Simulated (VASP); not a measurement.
# TiCo (Pm-3m) in VASP: further runs, part 2 of 2

VASP 6.6.1.

## (4) Single point, PBE, collinear spin, ferrimagnetic start

The input, INCAR:

```
ALGO = Normal ; EDIFF = 1E-6
ENCUT = 520 ; GGA = PE
ISIF = 2 ; ISMEAR = 0
ISPIN = 2 ; LASPH = T
LCHARG = T ; LELF = T
LMAXMIX = 4 ; LORBIT = 11
LREAL = F ; LVHAR = T
LWAVE = F ; MAGMOM = -1 3
NBANDS = 22 ; NELM = 150
PREC = Accurate ; SIGMA = 0.1
```

The input, KPOINTS:

```
k-points
0
Gamma
  6 6 6
```

The input, POSCAR:

```
TiCo
1.0
    2.9861109900      0.0000000000      0.0000000000
    0.0000000000      2.9861109900      0.0000000000
    0.0000000000      0.0000000000      2.9861109900
Ti Co
1 1
Direct
    0.0000000000      0.0000000000      0.0000000000
    0.5000000000      0.5000000000      0.5000000000
```

Command:

```sh
cat potpaw_PBE.64/Ti_sv/POTCAR potpaw_PBE.64/Co/POTCAR > POTCAR
mpirun -np 1 vasp_std > vasp.out
```

It used 19 s of CPU time on 1 thread of Intel(R) Xeon(R) Platinum 8259CL CPU @ 2.50GHz (Skylake/Cascade Lake), on a shared host.

Results (log left out):

```yaml
Free_energy: -15.6704 eV
Pressure: -2.3 GPa
Net_moment: 0.37 μB per cell
Site_moments: Ti -0.09; Co +0.51 μB
Valence_electrons_inside_the_program's_atomic_spheres: Ti 10.28; Co 8.30
```

Levels at points of the mesh, in eV from the Fermi level:
Spin up:
| k point | band 8 | band 9 | band 10 | band 11 | band 12 | band 13 | band 14 | band 15 |
| --- | --- | --- | --- | --- | --- | --- | --- | --- |
| (0.00, 0.00, 0.00) | -1.66 | -1.66 | -1.66 | 0.61 | 0.61 | 2.67 | 2.67 | 2.67 |
| (0.50, 0.00, 0.00) | -1.76 | -1.76 | -1.28 | -0.73 | -0.27 | 0.64 | 0.64 | 2.20 |
| (0.50, 0.50, 0.00) | -2.56 | -1.06 | -0.48 | 0.65 | 0.65 | 1.15 | 2.48 | 2.48 |
| (0.50, 0.50, 0.50) | -2.08 | -2.08 | -2.08 | -1.03 | -1.03 | 3.15 | 3.15 | 7.02 |
Spin down:
| k point | band 7 | band 8 | band 9 | band 10 | band 11 | band 12 | band 13 | band 14 |
| --- | --- | --- | --- | --- | --- | --- | --- | --- |
| (0.00, 0.00, 0.00) | -3.63 | -1.37 | -1.37 | -1.37 | 0.86 | 0.86 | 2.67 | 2.67 |
| (0.50, 0.00, 0.00) | -2.07 | -1.43 | -1.43 | -0.93 | -0.87 | 0.38 | 0.59 | 0.59 |
| (0.50, 0.50, 0.00) | -2.33 | -2.33 | -0.26 | 0.08 | 0.59 | 0.59 | 1.19 | 2.55 |
| (0.50, 0.50, 0.50) | -2.35 | -2.13 | -2.13 | -2.13 | -0.23 | -0.23 | 3.03 | 3.03 |

## (5) Relaxation of cell and atoms, PBE, collinear spin, ferromagnetic start

The input, INCAR:

```
ALGO = Normal ; EDIFF = 1E-7
EDIFFG = -0.001 ; ENCUT = 600
GGA = PE ; IBRION = 2
ISIF = 3 ; ISMEAR = 0
ISPIN = 2 ; LASPH = T
LCHARG = F ; LMAXMIX = 4
LORBIT = 11 ; LREAL = F
LWAVE = F ; MAGMOM = 0 1.09
NELM = 150 ; NSW = 80
PREC = Accurate ; SIGMA = 0.2
```

The input, KPOINTS:

```
k-points
0
Gamma
  14 14 14
```

The input, POSCAR:

```
TiCo
1.0
    2.9855872823      0.0000000000      0.0000000000
    0.0000000000      2.9855872823      0.0000000000
    0.0000000000      0.0000000000      2.9855872823
Ti Co
1 1
Direct
    0.0000000000      0.0000000000      0.0000000000
    0.5000000000      0.5000000000      0.5000000000
```

Command:

```sh
cat potpaw_PBE.64/Ti_sv/POTCAR potpaw_PBE.64/Co/POTCAR > POTCAR
mpirun -np 1 vasp_std > vasp.out
```

It took 3.6 min on 1 thread of Intel Xeon Platinum 8259CL at 2.50GHz (Skylake/Cascade Lake), shared host; peak memory 0.23 GiB.

It converged, with:

```
Free energy                                           : -15.6932 eV
Relaxed volume                                        : 13.25 Å³/atom
Relaxed cell                                          : a = 2.981 Å, b = 2.981 Å, c = 2.981 Å, α = 90.00°, β = 90.00°, γ = 90.00°
Space group after relaxing (to 0.05 Å)                : Pm-3m (No. 221)
Energy gained by relaxing                             : 0.1 meV/atom
Ionic steps                                           : 3
Pressure after relaxing                               : 0.0 GPa
Net moment                                            : 0.81 μB per cell
Site moments                                          : Ti -0.03; Co +0.89 μB
Valence electrons inside the program's atomic spheres : Ti 10.29; Co 8.30
```

Step by step:
```csv
step,energy change (eV),largest force (eV/Å),pressure (GPa),volume (Å³)
1,0.0000,0.0000,-0.76,26.61
2,0.0000,0.0000,0.71,26.37
3,-0.0003,0.0000,0.01,26.49
```

Final structure:
```yaml
crystal:
  lattice:
    - [2.98100, 0.00000, 0.00000]
    - [0.00000, 2.98100, 0.00000]
    - [0.00000, 0.00000, 2.98100]
  atoms:
    - { symbol: Ti, position: [0.00000, 0.00000, 0.00000] }
    - { symbol: Co, position: [0.50000, 0.50000, 0.50000] }
```

Levels at points of the mesh, in eV from the Fermi level:
Spin up:
```tsv
k point	band 9	band 10	band 11	band 12	band 13	band 14
(0.00, 0.00, 0.00)	-1.85	-1.85	0.50	0.50	2.69	2.69
(0.50, 0.00, 0.00)	-1.96	-1.49	-0.70	-0.56	0.67	0.67
(0.50, 0.50, 0.00)	-1.45	-0.74	0.65	0.65	1.12	2.47
(0.50, 0.50, 0.50)	-2.09	-2.09	-1.42	-1.42	3.21	3.21
```
Spin down:
```
           k point  band 8  band 9  band 10  band 11  band 12  band 13
(0.00, 0.00, 0.00)   -1.33   -1.33    -1.33     1.03     1.03     2.78
(0.50, 0.00, 0.00)   -1.40   -1.40    -0.89    -0.81     0.58     0.68
(0.50, 0.50, 0.00)   -2.30   -0.02     0.28     0.62     0.62     1.27
(0.50, 0.50, 0.50)   -2.09   -2.09    -2.09     0.01     0.01     3.16
```

## (6) Single point, PBE, collinear spin, ferromagnetic start (volume scaled by 0.88)

The input, INCAR:

```
ALGO = Normal
EDIFF = 1E-6
ENCUT = 520
GGA = PE
ISIF = 2
ISMEAR = 0
ISPIN = 2
LASPH = T
LCHARG = F
LMAXMIX = 4
LORBIT = 11
LREAL = F
LWAVE = F
MAGMOM = 0 1.09
NBANDS = 22
NELM = 150
PREC = Accurate
SIGMA = 0.1
```

KPOINTS is that of step 5.

The input, POSCAR:

```
TiCo
1.0
    2.8610404407      0.0000000000      0.0000000000
    0.0000000000      2.8610404407      0.0000000000
    0.0000000000      0.0000000000      2.8610404407
Ti Co
1 1
Direct
    0.0000000000      0.0000000000      0.0000000000
    0.5000000000      0.5000000000      0.5000000000
```

Potentials or basis: VASP PAW PBE potentials, release 64 (Ti_sv, Co).

Command:

```sh
cat potpaw_PBE.64/Ti_sv/POTCAR potpaw_PBE.64/Co/POTCAR > POTCAR
mpirun -np 1 vasp_std > vasp.out
```

OUTCAR:

```text
EDIFF = 1E-6
   ENCUT = 520
   GGA = PE
   ISIF = 2
   ISMEAR = 0
   ISPIN = 2
   LASPH = T
   LORBIT = 11
   LREAL = F
   NELM = 150
   PREC = Accurate

 ion  position               nearest neighbor table
   1  0.000  0.000  0.000-   2 2.48   2 2.48   2 2.48   2 2.48   2 2.48   2 2.48   2 2.48   2 2.48

   2  0.500  0.500  0.500-   1 2.48   1 2.48   1 2.48   1 2.48   1 2.48   1 2.48   1 2.48   1 2.48

  LATTYP: Found a simple cubic cell.
 ALAT       =     2.8610404407

  Lattice vectors:

 A1 = (   2.8610404407,   0.0000000000,   0.0000000000)
 A2 = (   0.0000000000,   2.8610404407,   0.0000000000)
 A3 = (   0.0000000000,   0.0000000000,   2.8610404407)

Analysis of symmetry for initial positions (statically):
=====================================================================
 Subroutine PRICEL returns:
 Original cell was already a primitive cell.

 Routine SETGRP: Setting up the symmetry group for a
 simple cubic supercell.

 Subroutine GETGRP returns: Found 48 space group operations
 (whereof 48 operations were pure point group operations)
 out of a pool of 48 trial point group operations.

The static configuration has the point symmetry O_h .

Analysis of symmetry for dynamics (positions and initial velocities):
=====================================================================
 Subroutine PRICEL returns:
 Original cell was already a primitive cell.

 Routine SETGRP: Setting up the symmetry group for a
 simple cubic supercell.

 Subroutine GETGRP returns: Found 48 space group operations
 (whereof 48 operations were pure point group operations)
 out of a pool of 48 trial point group operations.

The dynamic configuration has the point symmetry O_h .

Analysis of structural, dynamic, and magnetic symmetry:
=====================================================================
 Subroutine PRICEL returns:
 Original cell was already a primitive cell.

 Routine SETGRP: Setting up the symmetry group for a
 simple cubic supercell.

 Subroutine GETGRP returns: Found 48 space group operations
 (whereof 48 operations were pure point group operations)
 out of a pool of 48 trial point group operations.

The overall configuration has the point symmetry O_h .

 Subroutine INISYM returns: Found 48 space group operations
 (whereof 48 operations are pure point group operations),
 and found     1 'primitive' translations

----------------------------------------------------------------------------------------

                                     Primitive cell

  volume of cell :      23.4192

  direct lattice vectors                    reciprocal lattice vectors
     2.861040441  0.000000000  0.000000000     0.349523196  0.000000000  0.000000000
     0.000000000  2.861040441  0.000000000     0.000000000  0.349523196  0.000000000
     0.000000000  0.000000000  2.861040441     0.000000000  0.000000000  0.349523196

  length of vectors
     2.861040441  2.861040441  2.861040441     0.349523196  0.349523196  0.349523196

  position of ions in fractional coordinates (direct lattice)
[... 58 lines left out ...]
  0.285714  0.214286  0.000000     24.000000
  0.357143  0.214286  0.000000     24.000000
 [... further k-points ...]
   k-points           NKPTS =    120   k-points in BZ     NKDIM =    120   number of bands    NBANDS=     22
   number of dos      NEDOS =    301   number of ions     NIONS =      2
   total plane-waves  NPLWV =  13824
   dimension x,y,z NGX =    24 NGY =   24 NGZ =   24
   dimension x,y,z NGXF=    48 NGYF=   48 NGZF=   48
   ions per type =               1   1
   NGX,Y,Z   is equivalent  to a cutoff of  13.95, 13.95, 13.95 a.u.
   NGXF,Y,Z  is equivalent  to a cutoff of  27.89, 27.89, 27.89 a.u.
 SYSTEM =  unknown system
   PREC   = accura    normal or accurate (medium, high low for compatibility)
   ISTART =      0    job   : 0-new  1-cont  2-samecut
   ICHARG =      2    charge: 1-file 2-atom 10-const
   ISPIN  =      2    spin polarized calculation?
   LNONCOLLINEAR =      F non collinear calculations
   LSORBIT =      F    spin-orbit coupling
   LASPH  =      T    aspherical Exc in radial PAW
   ENCUT  =  520.0 eV  38.22 Ry    6.18 a.u.   5.32  5.32  5.32*2*pi/ulx,y,z
   NELM   =    150;   NELMIN=  2; NELMDL= -5     # of ELM steps
   EDIFF  = 0.1E-05   stopping-criterion for ELM
   LREAL  =      F    real-space projection
   EDIFFG = 0.1E-04   stopping-criterion for IOM
   NSW    =      0    number of steps for IOM
   IBRION =     -1    ionic relax: 0-MD 1-quasi-New 2-CG
   NFREE  =      0    steps in history (QN), initial steepest desc. (CG)
   ISIF   =      2    stress and relaxation
   ISYM   =      2    0-nonsym 1-usesym 2-fastsym
   POTIM  = 0.5000    time-step for ionic-motion
   TEBEG  =    0.0;   TEEND  =   0.0 temperature during run
   PSTRESS=    0.0 pullay stress
   NELECT =      21.0000    total number of electrons
   NUPDOWN=      -1.0000    fix difference up-down
   EMIN   =  10.00;   EMAX   =-10.00  energy-range for DOS
[... 5 lines left out ...]
     AMIX     =   0.40;   BMIX     =  1.00
     AMIX_MAG =   1.60;   BMIX_MAG =  1.00
  volume/ion in A,a.u.               =      11.71        79.02
  Fermi-wavevector in a.u.,A,eV,Ry     =   1.578667  2.983249 33.908307  2.492190
  Thomas-Fermi vector in A             =   2.679163
   LORBIT       =     11    0 simple, 1 ext, 2 COOP (PROOUT), +10 PAW based schemes
   GGA     = PE    functional components
   LHFCALC =     F    Hartree Fock is set to
   AEXX    =    0.0000 exact exchange contribution
   IVDW    =     0    specifies the selected vdW correction
   LEPSILON=     F    determine dielectric tensor
   LRPA    =     F    only Hartree local field effects (RPA)
 spin polarized calculation
 Gauss-broadening in eV      SIGMA  =   0.10
  energy-cutoff  :      520.00
  volume of cell :       23.42
 maximum number of plane-waves:       651
 NGX is ok and might be reduce to    24
   NGX = 11   NGY = 11   NGZ = 11

 number of electron      20.9999998 magnetization       0.5082863

 Free energy of the ion-electron system (eV)
  ---------------------------------------------------
  ext. energy  EPLUGINS =         0.00000000
  ---------------------------------------------------
  free energy    TOTEN  =       -15.45468137 eV

  energy without entropy =      -15.44446655  energy(sigma->0) =      -15.44957396

 E-fermi :  11.7154     XC(G=0): -13.2739

 val. band max:       11.7091687558   @ k =   0.5000   0.2857   0.0000
 cond. band min:      11.7195882230   @ k =   0.5000   0.3571   0.2143
 fundamental gap:      0.0104194672
 Fermi energy:        11.7153762377

 spin component 1

 k-point     1 :       0.0000    0.0000    0.0000
  band No.  band energies     occupation
      1     -45.3118      1.00000
      2     -21.3551      1.00000
      3     -21.3551      1.00000
      4     -21.3551      1.00000
      5       3.4815      1.00000
      6       6.9944      1.00000
[... 589 lines left out ...]
     21      31.0708      0.00000
     22      33.2027      0.00000

 [... further k-points ...]

 spin component 2

 k-point     1 :       0.0000    0.0000    0.0000
  band No.  band energies     occupation
      1     -45.2888      1.00000
      2     -21.3321      1.00000
      3     -21.3321      1.00000
      4     -21.3321      1.00000
      5       3.4967      1.00000
      6       7.3448      1.00000
[... 589 lines left out ...]
     21      31.0404      0.00000
     22      33.2564      0.00000

 [... further k-points ...]
[... 5 lines left out ...]
  --------------------------------------------------------------------------------------
  -------------------------------------------------------------------------------------
  Total        3.7681583      3.7681583      3.7681583     -0.0000000      0.0000000     -0.0000000
  in kB      257.7909875    257.7909875    257.7909875     -0.0000000      0.0000000     -0.0000000
  external PRESSURE =     257.7909875 kB  Pullay stress =       0.0000000 kB

 VOLUME and BASIS-vectors are now :
 -----------------------------------------------------------------------------
  energy-cutoff  :      520.00
  volume of cell :       23.42
      direct lattice vectors                 reciprocal lattice vectors
     2.861040441  0.000000000  0.000000000     0.349523196  0.000000000  0.000000000
     0.000000000  2.861040441  0.000000000     0.000000000  0.349523196  0.000000000
     0.000000000  0.000000000  2.861040441     0.000000000  0.000000000  0.349523196

 POSITION                                       TOTAL-FORCE (eV/Angst)
 -----------------------------------------------------------------------------------
      0.00000      0.00000      0.00000         0.000000      0.000000      0.000000
      1.43052      1.43052      1.43052         0.000000      0.000000      0.000000
 -----------------------------------------------------------------------------------
    total drift:                                0.000000      0.000000     -0.000000

  FREE ENERGIE OF THE ION-ELECTRON SYSTEM (eV)
  ---------------------------------------------------
  free  energy   TOTEN  =       -15.4546813701 eV

  energy  without entropy=      -15.4444665517  energy(sigma->0) =      -15.44957396

 total charge

# of ion       s       p       d       tot
------------------------------------------
    1        2.279   6.227   1.986  10.492
    2        0.578   0.534   7.419   8.532
--------------------------------------------------
tot          2.857   6.761   9.406  19.024

 magnetization (x)

# of ion       s       p       d       tot
------------------------------------------
    1       -0.001  -0.007   0.022   0.014
    2        0.021  -0.003   0.491   0.509
--------------------------------------------------
tot          0.020  -0.009   0.513   0.524
```

OSZICAR:

```text
N       E                     dE             d eps       ncg     rms          rms(c)
DAV:   1     0.165125460589E+03    0.16513E+03   -0.95672E+03 10902   0.123E+03
DAV:   2    -0.700822024618E+01   -0.17213E+03   -0.16334E+03 10788   0.308E+02
DAV:   3    -0.171222388474E+02   -0.10114E+02   -0.99468E+01 12852   0.794E+01
DAV:   4    -0.173956551622E+02   -0.27342E+00   -0.27280E+00 12102   0.119E+01
DAV:   5    -0.174043833602E+02   -0.87282E-02   -0.87277E-02 12646   0.201E+00    0.156E+01
DAV:   6    -0.164264807740E+02    0.97790E+00   -0.88600E+00 12156   0.394E+01    0.967E+00
DAV:   7    -0.167101675549E+02   -0.28369E+00   -0.13271E+01 13184   0.342E+01    0.145E+01
DAV:   8    -0.154404999124E+02    0.12697E+01   -0.52942E+00 12248   0.192E+01    0.197E+00
DAV:   9    -0.154693031589E+02   -0.28803E-01   -0.16489E-01 14144   0.366E+00    0.209E+00
DAV:  10    -0.154541791894E+02    0.15124E-01   -0.63410E-02 13248   0.259E+00    0.660E-01
DAV:  11    -0.154543189453E+02   -0.13976E-03   -0.56680E-03 14074   0.668E-01    0.290E-01
DAV:  12    -0.154546442678E+02   -0.32532E-03   -0.21820E-03 13586   0.380E-01    0.157E-01
DAV:  13    -0.154546471418E+02   -0.28740E-05   -0.74439E-04 15552   0.210E-01    0.750E-02
DAV:  14    -0.154546637523E+02   -0.16611E-04   -0.14317E-04 16400   0.945E-02    0.377E-02
DAV:  15    -0.154546771902E+02   -0.13438E-04   -0.47334E-05 15772   0.576E-02    0.200E-02
DAV:  16    -0.154546811215E+02   -0.39313E-05   -0.29656E-05 13978   0.463E-02    0.639E-03
DAV:  17    -0.154546813701E+02   -0.24864E-06   -0.21201E-06  9210   0.130E-02
   1 F= -.15454681E+02 E0= -.15449574E+02  d E =-.102148E-01  mag=     0.5095
```

Wall time 54 s (1 thread of Intel Xeon Platinum 8559C (Emerald Rapids), shared host); peak memory 0.22 GiB.

Results:

```
Free energy                                           : -15.4547 eV
Pressure                                              : 25.8 GPa
Net moment                                            : 0.51 μB per cell
Site moments                                          : Ti +0.01; Co +0.51 μB
Valence electrons inside the program's atomic spheres : Ti 10.49; Co 8.53
```

Caveat: the cell differs from its parent crystal (volume scaled by 0.88).

## (7) The runs side by side

```csv
task,spin,cell,k mesh,cutoff (eV),smearing,gap on the mesh (eV),pressure (GPa),moment (μB),relaxed volume (Å³/atom)
single point,"collinear, ferromagnetic start","a = 2.986 Å, 2 atoms",14 × 14 × 14,520,gaussian 0.1 eV,none,-0.5,0.87,-
relaxation of cell and atoms,"collinear, ferromagnetic start","relaxed from a = 2.986 Å, 2 atoms",14 × 14 × 14,600,gaussian 0.1 eV,none,0.0,0.87,13.26
single point,"collinear, ferrimagnetic start","a = 2.986 Å, 2 atoms",6 × 6 × 6,520,gaussian 0.1 eV,none,-2.3,0.37,-
relaxation of cell and atoms,"collinear, ferromagnetic start","relaxed from a = 2.986 Å, 2 atoms",14 × 14 × 14,600,gaussian 0.2 eV,none,0.0,0.81,13.25
single point,"collinear, ferromagnetic start","a = 2.861 Å, 2 atoms",14 × 14 × 14,520,gaussian 0.1 eV,none,25.8,0.51,-
```

Alike in all rows: level PBE; potentials or basis VASP PAW PBE potentials, release 64 (Ti_sv, Co).

Absolute energies hang on the potentials; compare differences alone.
